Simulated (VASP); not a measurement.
Crystal: BaTiO3.

```
Ba Ti O
1.0
     3.98550    0.00000    0.00000
     0.00000    2.83690    2.84515
     0.00000   -2.83690    2.84515
Ba Ti O
1 1 3
Cartesian
  0.0000 0.0000 0.0000
  1.9928 0.0000 2.9157
  0.0000 0.0000 2.7735
  1.9928 -1.3804 4.2594
  1.9928 1.3804 4.2594
```

```yaml
Program: VASP 6.6.1
Task: relaxation of cell and atoms
Functional: PBEsol
Dispersion: D3(BJ)
Potentials_or_basis: VASP PAW PBE potentials, release 64 (Ba_sv, Ti_sv, O)
Cutoff: 600 eV
k_mesh: 6 × 6 × 6
Occupations: methfessel-paxton, width 0.01 eV
Spin: no spin polarisation
```

At the start: pressure -5.7 GPa; volume 12.87 Å³/atom.

Task: How do energy, volume and symmetry change on relaxing?

Result: Over 11 steps the energy falls by 10.8 meV/atom and the volume is 12.48 Å³/atom (-3.0 %); space group Amm2 (No. 38, to 0.1 Å) before and after.

Step by step:
| step | energy change (eV) | largest force (eV/Å) | pressure (GPa) | volume (Å³) |
| --- | --- | --- | --- | --- |
| 1 | 0.0000 | 0.2801 | -5.69 | 64.34 |
| 2 | 0.0025 | 0.3309 | 7.20 | 60.17 |
| 3 | -0.0422 | 0.2040 | 0.22 | 62.23 |
| 4 | -0.0472 | 0.1498 | 0.17 | 62.25 |
| 5 | -0.0526 | 0.0679 | 0.09 | 62.29 |
| 6 | -0.0537 | 0.0393 | -0.02 | 62.38 |
| 7 | -0.0537 | 0.0397 | -0.03 | 62.38 |
| 8 | -0.0539 | 0.0131 | 0.09 | 62.37 |
| 9 | -0.0539 | 0.0098 | 0.12 | 62.36 |
| 10 | -0.0539 | 0.0152 | -0.17 | 62.48 |
| 11 | -0.0539 | 0.0091 | -0.02 | 62.41 |

Final structure:
```cif
data_structure
_symmetry_space_group_name_H-M 'P 1'
_symmetry_Int_Tables_number 1
_cell_length_a 3.9468
_cell_length_b 3.9767
_cell_length_c 3.9767
_cell_angle_alpha 89.910
_cell_angle_beta 90.000
_cell_angle_gamma 90.000
_cell_volume 62.41
loop_
_atom_site_label
_atom_site_type_symbol
_atom_site_fract_x
_atom_site_fract_y
_atom_site_fract_z
_atom_site_occupancy
Ba1 Ba 0.00000 0.00403 0.00403 1
Ti1 Ti 0.50000 0.51507 0.51507 1
O1 O 0.00000 0.49403 0.49403 1
O2 O 0.50000 0.49470 0.98904 1
O3 O 0.50000 0.98904 0.49470 1
```

Caveat: the PAW data sets were made with another functional, which shifts forces and pressure a little.
